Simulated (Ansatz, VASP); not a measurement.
**GaN in VASP and in Ansatz**

```xyz
2
Lattice="0.0000 2.1352 2.1352 2.1352 0.0000 2.1352 2.1352 2.1352 0.0000" Properties=species:S:1:pos:R:3 pbc="T T T"
Ga    0.0000    0.0000    0.5000
N     2.1352    2.1352    2.1352
```

Change from the starting cell: all Ga atoms moved -0.500 Å, as atom 1 towards its neighbour atom 2 (N) at 2.135 Å.

Alike in both runs: task single point; functional r2SCAN; k mesh 12 × 12 × 12; occupations gaussian, width 0.05 eV; no spin polarisation.

|  | VASP | Ansatz |
| --- | --- | --- |
| version | VASP 6.6.1 | Ansatz 0.2.0 |
| potentials or method | VASP PAW PBE potentials, release 64 (Ga_d, N), cutoff 520 eV | scalar-relativistic, plane waves, PAW |
| valence electrons in the cell | 18 | 18 |

```tsv
	VASP	Ansatz	Ansatz less VASP
gap on the k mesh at the Fermi level (eV)	1.02	1.05	+0.029
least direct gap on the mesh (eV)	2.40	2.39	-0.013
rms of the force components (eV/Å)	4.642	4.605	-0.0367
```

VASP's potentials were made for PBE, not for r2SCAN. Atom by atom the forces differ by 0.037 eV/Å (rms over components). With one functional, cell and mesh, what is left measures potentials, basis and numerics.
